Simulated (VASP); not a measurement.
Ag, 1 atom in the cell. It takes space group Im-3m (No. 229, cubic). Conventional cell: a = 3.311 Å, b = 3.311 Å, c = 3.311 Å, α = 90.00°, β = 90.00°, γ = 90.00°. Within 3.8 Å of Ag (site symmetry m-3m) lie 14 Ag at 2.87 to 3.31 Å. 

| Item | Value |
| --- | --- |
| Program | VASP 6.6.1 |
| Task | relaxation of cell and atoms |
| Functional | BLYP |
| Potentials or basis | VASP PAW PBE potentials, release 64 (Ag) |
| Cutoff | 600 eV |
| k mesh | 11 × 11 × 11 |
| Occupations | fermi-dirac, width 0.05 eV |
| Spin | no spin polarisation |
| Dipole correction | no |
| Further INCAR settings | ALGO = Normal; EDIFF = 1e-07; IBRION = 2; EDIFFG = -0.01; NSW = 60; ISIF = 3 |

Potentials or basis: VASP PAW PBE potentials, release 64 (Ag).

The run is started by

```bash
$ cat potpaw_PBE.64/Ag/POTCAR > POTCAR
$ mpirun -np 1 vasp_std > vasp.out
```

Hardware: 1 thread of Intel(R) Xeon(R) Platinum 8488C (Sapphire Rapids), with other jobs on the host.

Problem. How long does it take, and how much memory?

Solution. Wall time 19 s on 1 thread of Intel(R) Xeon(R) Platinum 8488C (Sapphire Rapids) (shared host), peak memory 0.15 GiB. Counts: scf iterations 26, k points 56, ion steps 3.
